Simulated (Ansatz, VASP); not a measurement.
# CaB2: VASP beside Ansatz

```xyz
6
Lattice="5.9184 0.0000 0.0000 0.0000 5.9184 0.0000 0.0000 0.0000 5.9184" Properties=species:S:1:pos:R:3 pbc="T T T"
Ca    0.0000    0.0000    0.0000
Ca    2.9592    2.9592    2.9592
B     1.4796    1.4796    1.4796
B     1.4796    4.4388    4.4388
B     4.4388    4.4388    1.4796
B     4.4388    1.4796    4.4388
```

Alike in both runs: functional PBE; k mesh 4 × 4 × 4; occupations gaussian, width 0.1 eV; no spin polarisation.

Ansatz relaxed the structure, and its values are those at the end. VASP's run is a single point on that final structure, the one shown.

```csv
,VASP,Ansatz
version,VASP 6.6.1,Ansatz 0.2.0
potentials or method,"VASP PAW PBE potentials, release 64 (Ca_sv, B), cutoff 520 eV","scalar-relativistic, plane waves, PAW"
valence electrons in the cell,32,32
```

|  | VASP | Ansatz | Ansatz less VASP |
| --- | --- | --- | --- |
| gap on the k mesh at the Fermi level (eV) | none | none | - |
| pressure (GPa) | -0.2 | -0.2 | -0.02 |

A gap of «none» marks a metal or a gap that the smearing closes.
